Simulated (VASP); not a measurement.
Set up this calculation in VASP 6.6.1, as the native input.

```yaml
Task: single point
Functional: PBE
Potentials_or_basis: VASP PAW PBE potentials, release 64 (Ta_sv_GW, N)
Cutoff: 700 eV
k_mesh: 12 × 12 × 8
Occupations: gaussian, width 0.02 eV
Spin: no spin polarisation
Dipole_correction: no
Further_INCAR_settings: ALGO = Normal; EDIFF = 1e-06; NBANDS = 16
```

The structure of TaN lies in POSCAR:

```
TaN
1.0
    3.1432890615      0.0000000000      0.0000000000
   -1.5716445308      2.7221681787      0.0000000000
    0.0000000000      0.0000000000      5.0323740314
Ta N
1 1
Direct
    0.3333333333      0.6666666667      0.8078798455
    0.6666666667      0.3333333333      0.6499118545
```

The cell was generated, and may not be a known phase.

The input as run:

INCAR

```
PREC = Accurate
ENCUT = 700
EDIFF = 1E-6
ISMEAR = 0
SIGMA = 0.02
LREAL = False
LASPH = True
NELM = 120
ALGO = Normal
ISIF = 2
LWAVE = False
LCHARG = False
GGA = PE
NBANDS = 16
GGA_COMPAT = False
```

KPOINTS

```
Automatic mesh
0
Gamma
  12 12 8
```

Potentials or basis: VASP PAW PBE potentials, release 64 (Ta_sv_GW, N).

Run with:

```console
$ cat potpaw_PBE.64/Ta_sv_GW/POTCAR potpaw_PBE.64/N/POTCAR > POTCAR
$ mpirun -np 1 vasp_std > vasp.out
```

It gave:

```yaml
Pressure: 0.1 GPa
Largest_force: 0.032 eV/Å
Band_gap_on_the_k_mesh: 0.53 eV (least direct gap 0.63 eV)
```

Caveat: spin-orbit coupling is left out, which moves the levels of the heavy elements.

Run time: 2.3 min on 1 thread of Intel(R) Xeon(R) Platinum 8259CL CPU @ 2.50GHz (Skylake/Cascade Lake), with other jobs on the host, peak memory 0.3 GiB.
